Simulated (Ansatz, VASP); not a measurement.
**One calculation of Ga4Sb3P, two programs**

```
P Ga Sb
1.0
     4.22009    0.00000    0.00000
     0.00000    4.22009    0.00000
     0.00000    0.00000   11.90690
P Ga Sb
1 4 3
Direct
  0.00000 0.00000 0.00000
  0.00000 0.50000 0.89357
  0.50000 0.00000 0.63142
  0.00000 0.50000 0.36858
  0.50000 0.00000 0.10643
  0.50000 0.50000 0.76231
  0.00000 0.00000 0.50000
  0.50000 0.50000 0.23769
```

Alike in both runs: task single point; functional PBE; k mesh 6 × 6 × 2; occupations fermi-dirac, width 0.02 eV; no spin polarisation.

|  | VASP | Ansatz |
| --- | --- | --- |
| version | VASP 6.6.1 | Ansatz 0.2.0 |
| potentials or method | VASP PAW PBE potentials, release 64 (P, Ga_d, Sb) | plane waves, PAW |
| plane-wave cutoff (eV) | 520 | 420 |
| valence electrons in the cell | 72 | 102 |

Ansatz gave:

```
pressure (GPa)                     : 2.1
rms of the force components (eV/Å) : 0.020
```

Question: Which values does VASP return?

Answer: Pressure (GPa): 2.1; rms of the force components (eV/Å): 0.022.

With one functional, cell and mesh, what is left measures potentials, basis and numerics. VASP's potentials hold 72 valence electrons a cell and Ansatz's 102, so a difference there can come from the potentials and not from the codes.

Spin-orbit coupling is off throughout.
